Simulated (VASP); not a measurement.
# Pb (P6_3/mmc) in VASP: notebook

The runs below take Pb through single point, with PBEsol, LDA, PBE.

All numbers are computed with VASP 6.6.1; they aren't measurements. Logs are shortened: lines on timing, memory, paths and dates and some standing lists are left out, and cuts for length are marked.

### Step 1. The cell of the first run

Symmetry: P6_3/mmc, No. 194, hexagonal system. Conventional cell: a = 3.457 Å, b = 3.457 Å, c = 5.552 Å, α = 90.00°, β = 90.00°, γ = 120.00°. Pb (site symmetry -6m2) has 12 Pb at 3.42 to 3.46 Å within 4.5 Å.

### Step 2. Single point, PBEsol

INCAR

```
SYSTEM = Pb
ALGO = Normal ; EDIFF = 1E-6
ENCUT = 520 ; GGA = PS
ISIF = 2 ; ISMEAR = -1
LASPH = .TRUE. ; LCHARG = .FALSE.
LREAL = .FALSE. ; LWAVE = .FALSE.
NBANDS = 21 ; NELM = 100
PREC = Accurate ; SIGMA = 0.05
```

KPOINTS

```
k-points
0
G
  9 9 5
  0 0 0
```

POSCAR

```
Pb
1.0
    3.4566435916      0.0000000000      0.0000000000
   -1.7283217958      2.9935411621      0.0000000000
    0.0000000000      0.0000000000      5.5524820910
Pb
2
Direct
    0.6666666667      0.3333333333      0.7500000000
    0.3333333333      0.6666666667      0.2500000000
```

Potentials or basis: VASP PAW PBE potentials, release 64 (Pb_d).

Command:

```bash
cat potpaw_PBE.64/Pb_d/POTCAR > POTCAR
mpirun -np 1 vasp_std > vasp.out
```

OUTCAR:

```text
SYSTEM = Pb
   EDIFF = 1E-6
   ENCUT = 520
   GGA = PS
   ISIF = 2
   ISMEAR = -1
   LASPH = .TRUE.
   LREAL = .FALSE.
   NELM = 100
   PREC = Accurate

 ion  position               nearest neighbor table
   1  0.667  0.333  0.750-   2 3.42   2 3.42   2 3.42   2 3.42   2 3.42   2 3.42
   2  0.333  0.667  0.250-   1 3.42   1 3.42   1 3.42   1 3.42   1 3.42   1 3.42

  LATTYP: Found a hexagonal cell.
 ALAT       =     3.4566435916
 C/A-ratio  =     1.6063218391

  Lattice vectors:

 A1 = (   3.4566435916,   0.0000000000,   0.0000000000)
 A2 = (  -1.7283217958,   2.9935411621,   0.0000000000)
 A3 = (   0.0000000000,   0.0000000000,   5.5524820910)

Analysis of symmetry for initial positions (statically):
=====================================================================
 Subroutine PRICEL returns:
 Original cell was already a primitive cell.

 Routine SETGRP: Setting up the symmetry group for a
 hexagonal supercell.

 Subroutine GETGRP returns: Found 24 space group operations
 (whereof 12 operations were pure point group operations)
 out of a pool of 24 trial point group operations.

The static configuration has the point symmetry D_3d.
 The point group associated with its full space group is D_6h.

Analysis of symmetry for dynamics (positions and initial velocities):
=====================================================================
 Subroutine PRICEL returns:
 Original cell was already a primitive cell.

 Routine SETGRP: Setting up the symmetry group for a
 hexagonal supercell.

 Subroutine GETGRP returns: Found 24 space group operations
 (whereof 12 operations were pure point group operations)
 out of a pool of 24 trial point group operations.

The dynamic configuration has the point symmetry D_3d.
 The point group associated with its full space group is D_6h.

 Subroutine INISYM returns: Found 24 space group operations
 (whereof 12 operations are pure point group operations),
 and found     1 'primitive' translations

----------------------------------------------------------------------------------------

                                     Primitive cell

  volume of cell :      57.4549

  direct lattice vectors                    reciprocal lattice vectors
     3.456643592  0.000000000  0.000000000     0.289297978  0.167026265  0.000000000
    -1.728321796  2.993541162  0.000000000     0.000000000  0.334052530  0.000000000
     0.000000000  0.000000000  5.552482091     0.000000000  0.000000000  0.180099635

[... 73 lines left out ...]
 SYSTEM =  Pb
   PREC   = accura    normal or accurate (medium, high low for compatibility)
   ISTART =      0    job   : 0-new  1-cont  2-samecut
   ICHARG =      2    charge: 1-file 2-atom 10-const
   ISPIN  =      1    spin polarized calculation?
   LNONCOLLINEAR =      F non collinear calculations
   LSORBIT =      F    spin-orbit coupling
   LASPH  =      T    aspherical Exc in radial PAW
   ENCUT  =  520.0 eV  38.22 Ry    6.18 a.u.   6.43  6.43 10.32*2*pi/ulx,y,z
   NELM   =    100;   NELMIN=  2; NELMDL= -5     # of ELM steps
   EDIFF  = 0.1E-05   stopping-criterion for ELM
   LREAL  =      F    real-space projection
   EDIFFG = 0.1E-04   stopping-criterion for IOM
   NSW    =      0    number of steps for IOM
   IBRION =     -1    ionic relax: 0-MD 1-quasi-New 2-CG
   NFREE  =      0    steps in history (QN), initial steepest desc. (CG)
   ISIF   =      2    stress and relaxation
   ISYM   =      2    0-nonsym 1-usesym 2-fastsym
   POTIM  = 0.5000    time-step for ionic-motion
   TEBEG  =    0.0;   TEEND  =   0.0 temperature during run
   PSTRESS=    0.0 pullay stress
   NELECT =      28.0000    total number of electrons
   NUPDOWN=      -1.0000    fix difference up-down
   EMIN   =  10.00;   EMAX   =-10.00  energy-range for DOS
   EFERMI =   0.00;   METHOD = LEGACY
   ISMEAR =    -1;   SIGMA  =   0.05  broadening in eV -4-tet -1-fermi 0-gaus
   EFERMI_NEDOS =   21; number of points for ismear=-14 and -15
   IALGO  =     38    algorithm
   IMIX   =      4    mixing-type and parameters
     AMIX     =   0.40;   BMIX     =  1.00
     AMIX_MAG =   1.60;   BMIX_MAG =  1.00
  volume/ion in A,a.u.               =      28.73       193.86
  Fermi-wavevector in a.u.,A,eV,Ry     =   1.288304  2.434542 22.581975  1.659728
  Thomas-Fermi vector in A             =   2.420266
   LORBIT       =      0    0 simple, 1 ext, 2 COOP (PROOUT), +10 PAW based schemes
   GGA     = PS    functional components
   LHFCALC =     F    Hartree Fock is set to
   AEXX    =    0.0000 exact exchange contribution
   IVDW    =     0    specifies the selected vdW correction
   LEPSILON=     F    determine dielectric tensor
   LRPA    =     F    only Hartree local field effects (RPA)
 non-spin polarized calculation
  energy-cutoff  :      520.00
  volume of cell :       57.45
 maximum number of plane-waves:      1564
 NGX is ok and might be reduce to    28
   NGX = 13   NGY = 13   NGZ = 21

 number of electron      28.0000006 magnetization

 Free energy of the ion-electron system (eV)
  ---------------------------------------------------
  ext. energy  EPLUGINS =         0.00000000
  ---------------------------------------------------
  free energy    TOTEN  =        -7.93424498 eV

  energy without entropy =       -7.92462897  energy(sigma->0) =       -7.92943698

 E-fermi :   7.6778     XC(G=0): -10.6053

 val. band max:        7.6646399373   @ k =   0.3333   0.1111   0.2000
 cond. band min:       7.7867973665   @ k =   0.2222   0.1111   0.4000
 fundamental gap:      0.1221574292
 Fermi energy:         7.6778018679

 k-point     1 :       0.0000    0.0000    0.0000
  band No.  band energies     occupation
      1      -9.3555      2.00000
      2      -9.2983      2.00000
      3      -9.2983      2.00000
      4      -9.2970      2.00000
      5      -9.2712      2.00000
      6      -9.2712      2.00000
[... 565 lines left out ...]
     20      20.5387      0.00000
     21      20.5391      0.00000

 [... further k-points ...]
[... 5 lines left out ...]
  --------------------------------------------------------------------------------------
  -------------------------------------------------------------------------------------
  Total        0.2354804      0.2354804      1.7499309      0.0000000     -0.0000000      0.0000000
  in kB        6.5665676      6.5665676     48.7982771      0.0000000     -0.0000000      0.0000000
  external PRESSURE =      20.6438041 kB  Pullay stress =       0.0000000 kB

 VOLUME and BASIS-vectors are now :
 -----------------------------------------------------------------------------
  energy-cutoff  :      520.00
  volume of cell :       57.45
      direct lattice vectors                 reciprocal lattice vectors
     3.456643592  0.000000000  0.000000000     0.289297978  0.167026265  0.000000000
    -1.728321796  2.993541162  0.000000000     0.000000000  0.334052530  0.000000000
     0.000000000  0.000000000  5.552482091     0.000000000  0.000000000  0.180099635

 POSITION                                       TOTAL-FORCE (eV/Angst)
 -----------------------------------------------------------------------------------
      1.72832      0.99785      4.16436        -0.000000     -0.000000      0.000000
     -0.00000      1.99569      1.38812         0.000000      0.000000      0.000000
 -----------------------------------------------------------------------------------
    total drift:                               -0.000000      0.000000      0.000000

  FREE ENERGIE OF THE ION-ELECTRON SYSTEM (eV)
  ---------------------------------------------------
  free  energy   TOTEN  =        -7.9342449816 eV

  energy  without entropy=       -7.9246289736  energy(sigma->0) =       -7.92943698
```

OSZICAR:

```text
N       E                     dE             d eps       ncg     rms          rms(c)
DAV:   1     0.295621207652E+03    0.29562E+03   -0.14431E+04  1517   0.166E+03
DAV:   2     0.133133430249E+02   -0.28231E+03   -0.27572E+03  1512   0.409E+02
DAV:   3    -0.730259405459E+01   -0.20616E+02   -0.20406E+02  1835   0.137E+02
DAV:   4    -0.794272810973E+01   -0.64013E+00   -0.63990E+00  1804   0.273E+01
DAV:   5    -0.797486888741E+01   -0.32141E-01   -0.32140E-01  2123   0.553E+00    0.910E-01
DAV:   6    -0.794315024010E+01    0.31719E-01   -0.50971E-02  2049   0.319E+00    0.425E-01
DAV:   7    -0.793480942026E+01    0.83408E-02   -0.19736E-02  2125   0.189E+00    0.129E-01
DAV:   8    -0.793424886460E+01    0.56056E-03   -0.12256E-03  2080   0.484E-01    0.144E-02
DAV:   9    -0.793424522948E+01    0.36351E-05   -0.63517E-05  2114   0.119E-01    0.737E-03
DAV:  10    -0.793424498156E+01    0.24792E-06   -0.55601E-06  1920   0.328E-02
   1 F= -.79342450E+01 E0= -.79294370E+01  d E =-.961601E-02
```

Wall time 34 s (1 thread of Intel Xeon Platinum 8259CL at 2.50GHz (Skylake/Cascade Lake), shared host); peak memory 0.18 GiB.

What came out:

| Quantity | Value |
| --- | --- |
| Free energy | -7.9342 eV |
| Pressure | 2.1 GPa |
| Band gap on the k mesh | zero (band 14 reaches 13.56 eV, above the bottom of band 15 at 5.61 eV) |

Stress tensor (GPa, compression positive):
```
0.66 0.00 0.00
0.00 0.66 0.00
0.00 0.00 4.88
```

Caveat: the PAW data sets were made with another functional, which shifts forces and pressure a little; spin-orbit coupling is left out, which moves the levels of the heavy elements.

### Step 3. Single point, LDA

This run uses another cell than the first one, of 29.31 Å³/atom, 1.020 times its volume.

INCAR

```
ALGO = Normal ; EDIFF = 1E-6
ENCUT = 520 ; GGA = CA
ISIF = 2 ; ISMEAR = -1
LASPH = True ; LCHARG = False
LREAL = False ; LWAVE = False
NBANDS = 21 ; NELM = 60
PREC = Accurate ; SIGMA = 0.05
```

KPOINTS

```
k-points
0
Gamma
  9 9 5
```

POSCAR

```
Pb
1.0
    3.4800000000      0.0000000000      0.0000000000
   -1.7400000000      3.0137684052      0.0000000000
    0.0000000000      0.0000000000      5.5900000000
Pb
2
Direct
    0.6666666667      0.3333333333      0.7500000000
    0.3333333333      0.6666666667      0.2500000000
```

Potentials or basis: VASP PAW LDA potentials, release 64 (Pb_d).

Command:

```bash
cat potpaw_LDA.64/Pb_d/POTCAR > POTCAR
mpirun -np 1 vasp_std > vasp.out
```

Wall time 30 s (1 thread of Intel Xeon Platinum 8259CL at 2.50GHz (Skylake/Cascade Lake), shared host); peak memory 0.17 GiB.

Results (log left out):

| Property | Result |
| --- | --- |
| Free energy | -8.4594 eV |
| Pressure | -0.5 GPa |
| Band gap on the k mesh | zero (band 14 reaches 13.06 eV, above the bottom of band 15 at 5.36 eV) |

Stress tensor (GPa, compression positive):
```
-1.75  0.00  0.00
 0.00 -1.75  0.00
 0.00  0.00  1.94
```

Levels at points of the mesh, in eV from the Fermi level:
| k point | band 10 | band 11 | band 12 | band 13 | band 14 | band 15 | band 16 | band 17 | band 18 | band 19 |
| --- | --- | --- | --- | --- | --- | --- | --- | --- | --- | --- |
| (0.00, 0.00, 0.00) | -16.70 | -11.96 | -8.00 | -4.27 | 5.55 | 5.55 | 7.45 | 7.45 | 8.12 | 8.88 |

Caveat: spin-orbit coupling is left out, which moves the levels of the heavy elements.

### Step 4. Single point, LDA

This run uses another cell than the first one, of 29.90 Å³/atom, 1.041 times its volume.

INCAR

```
SYSTEM = Pb
ALGO = Normal
EDIFF = 1E-6
ENCUT = 520
GGA = CA
ISIF = 2
ISMEAR = -1
LASPH = .TRUE.
LCHARG = .FALSE.
LREAL = .FALSE.
LWAVE = .FALSE.
NBANDS = 21
NELM = 100
PREC = Accurate
SIGMA = 0.05
```

KPOINTS

```
k-points
0
G
  9 9 5
  0 0 0
```

POSCAR

```
Pb
1.0
    3.5030470293      0.0000000000      0.0000000000
   -1.7515235146      3.0337277180      0.0000000000
    0.0000000000      0.0000000000      5.6270209464
Pb
2
Direct
    0.6666666667      0.3333333333      0.7500000000
    0.3333333333      0.6666666667      0.2500000000
```

Command:

```bash
cat potpaw_LDA.64/Pb_d/POTCAR > POTCAR
mpirun -np 1 vasp_std > vasp.out
```

It took 28 s on 1 thread of Intel Xeon Platinum 8259CL at 2.50GHz (Skylake/Cascade Lake), shared host; peak memory 0.17 GiB.

The run converged. Its results:

* Free energy: -8.4529 eV
* Pressure: -1.4 GPa
* Band gap on the k mesh: zero (band 14 reaches 12.72 eV, above the bottom of band 15 at 5.18 eV)

Stress tensor (GPa, compression positive):
```
-2.49  0.00  0.00
 0.00 -2.49  0.00
 0.00  0.00  0.74
```

Levels at points of the mesh, in eV from the Fermi level:
| k point | band 11 | band 12 | band 13 | band 14 | band 15 | band 16 | band 17 | band 18 |
| --- | --- | --- | --- | --- | --- | --- | --- | --- |
| (0.00, 0.00, 0.00) | -11.82 | -7.98 | -4.17 | 5.44 | 5.44 | 7.30 | 7.30 | 7.95 |

Caveat: spin-orbit coupling is left out, which moves the levels of the heavy elements.

### Step 5. Single point, PBE

This run uses another cell than the first one, of 29.90 Å³/atom, 1.041 times its volume.

INCAR

```
ALGO = Normal ; EDIFF = 1E-6
ENCUT = 520 ; GGA = PE
ISIF = 2 ; ISMEAR = -1
LASPH = T ; LCHARG = T
LELF = T ; LREAL = F
LVHAR = T ; LWAVE = F
NBANDS = 21 ; NELM = 80
PREC = Accurate ; SIGMA = 0.05
```

KPOINTS

```
k-points
0
Gamma
  9 9 5
```

POSCAR is that of step 4.

Potentials or basis: VASP PAW PBE potentials, release 64 (Pb_d).

Command:

```bash
cat potpaw_PBE.64/Pb_d/POTCAR > POTCAR
mpirun -np 1 vasp_std > vasp.out
```

It took 37 s on 1 thread of Intel Xeon Platinum 8259CL at 2.50GHz (Skylake/Cascade Lake), shared host; peak memory 0.19 GiB.

It converged, with:

* Free energy: -7.0408 eV
* Pressure: 3.0 GPa
* Band gap on the k mesh: zero (band 14 reaches 13.06 eV, above the bottom of band 15 at 5.45 eV)

Stress tensor (GPa, compression positive):
```
1.88 0.00 0.00
0.00 1.88 0.00
0.00 0.00 5.28
```

Levels at points of the mesh, in eV from the Fermi level:
```csv
k point,band 11,band 12,band 13,band 14,band 15,band 16,band 17,band 18
"(0.00, 0.00, 0.00)",-11.81,-7.96,-4.18,5.49,5.49,7.35,7.35,8.01
```

Caveat: spin-orbit coupling is left out, which moves the levels of the heavy elements.

### Step 6. The runs side by side

| level | potentials or basis | cell | gap on the mesh (eV) | pressure (GPa) |
| --- | --- | --- | --- | --- |
| PBEsol | VASP PAW PBE potentials, release 64 (Pb_d) | a = 3.457, b = 3.457, c = 5.552 Å, angles 90.0, 90.0, 120.0°, 2 atoms | none | 2.1 |
| LDA | VASP PAW LDA potentials, release 64 (Pb_d) | a = 3.480, b = 3.480, c = 5.590 Å, angles 90.0, 90.0, 120.0°, 2 atoms | none | -0.5 |
| LDA | VASP PAW LDA potentials, release 64 (Pb_d) | a = 3.503, b = 3.503, c = 5.627 Å, angles 90.0, 90.0, 120.0°, 2 atoms | none | -1.4 |
| PBE | VASP PAW PBE potentials, release 64 (Pb_d) | a = 3.503, b = 3.503, c = 5.627 Å, angles 90.0, 90.0, 120.0°, 2 atoms | none | 3.0 |

Alike in all rows: task single point; no spin polarisation; k mesh 9 × 9 × 5; cutoff (eV) 520; smearing fermi-dirac 0.05 eV.

Caveats: spin-orbit coupling is left out, which moves the levels of the heavy elements; the PAW data sets were made with another functional, which shifts forces and pressure a little (some runs).

Absolute energies hang on the potentials; compare differences alone.
